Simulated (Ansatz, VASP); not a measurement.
## PtS2 in VASP and in Ansatz

File INCAR:

```
PREC = Accurate
ENCUT = 520
EDIFF = 1E-6
ISMEAR = 0
SIGMA = 0.05
LREAL = False
LASPH = True
NELM = 60
ALGO = Normal
ISIF = 2
LWAVE = False
LCHARG = True
LDIPOL = True
IDIPOL = 3
DIPOL = 0.5 0.5 0.387
GGA = PE
IVDW = 12
LELF = True
LVHAR = True
LVACPOTAV = True
NBANDS = 31
```

KPOINTS

```
Automatic mesh
0
Gamma
  9 9 1
```

Contents of POSCAR:

```
PtS2
1.0
    3.5415278079      0.0000000000      0.0000000000
   -1.7707639039      3.0670530498      0.0000000000
    0.0000000000      0.0000000000     22.4670615492
S Pt
4 2
Direct
    0.6666666667      0.3333333333      0.2002932155
    0.3333333333      0.6666666667      0.3108341854
    0.5000000000      1.3333333333      0.4639472212
    0.1666666667      1.6666666667      0.5744881911
    0.0000000000      0.0000000000      0.2555637004
   -0.1666666667      1.0000000000      0.5192177062
```

Input for Ansatz:

```yaml
crystal:
  lattice:
    - [3.5415278079, 0.0, 0.0]
    - [-1.7707639039, 3.0670530498, 0.0]
    - [0.0, 0.0, 22.4670615492]
  atoms:
    - { symbol: S, position: [0.6666666667, 0.3333333333, 0.2002932155] }
    - { symbol: Pt, position: [0.0, 0.0, 0.2555637004] }
    - { symbol: S, position: [0.3333333333, 0.6666666667, 0.3108341854] }
    - { symbol: S, position: [0.5, 1.3333333333, 0.4639472212] }
    - { symbol: Pt, position: [-0.1666666667, 1.0, 0.5192177062] }
    - { symbol: S, position: [0.1666666667, 1.6666666667, 0.5744881911] }
basis:
  ecutwfc: 420
kpoints:
  mp_grid: { grid: [9, 9, 1] }
hamiltonian:
  xc: pbe
  pseudopotentials: { kind: paw, azcp: { folder: soft_1 } }
  dispersion: d3bj
scf:
  occupations: { method: gaussian, width: 0.05 }
output:
  forces: true
  eigenvalues: true
efield:
  axis: 3
  dipole_correction: true
  ramp_width: 0.04
```

Alike in both runs: task single point; functional PBE; dispersion D3(BJ); k mesh 9 × 9 × 1; occupations gaussian, width 0.05 eV; no spin polarisation.

|  | VASP | Ansatz |
| --- | --- | --- |
| version | VASP 6.6.1 | Ansatz 0.2.0 |
| potentials or method | VASP PAW PBE potentials, release 64 (S, Pt), cutoff 520 eV | scalar-relativistic, plane waves, PAW |
| valence electrons in the cell | 44 | 60 |

```csv
,VASP,Ansatz,Ansatz less VASP
gap on the k mesh at the Fermi level (eV),1.46,1.45,-0.006
least direct gap on the mesh (eV),1.57,1.56,-0.006
rms of the force components (eV/Å),0.031,0.033,+0.0016
```

VASP's potentials hold 44 valence electrons a cell and Ansatz's 60, so a difference there can come from the potentials and not from the codes.

Neither program's run includes spin-orbit coupling.
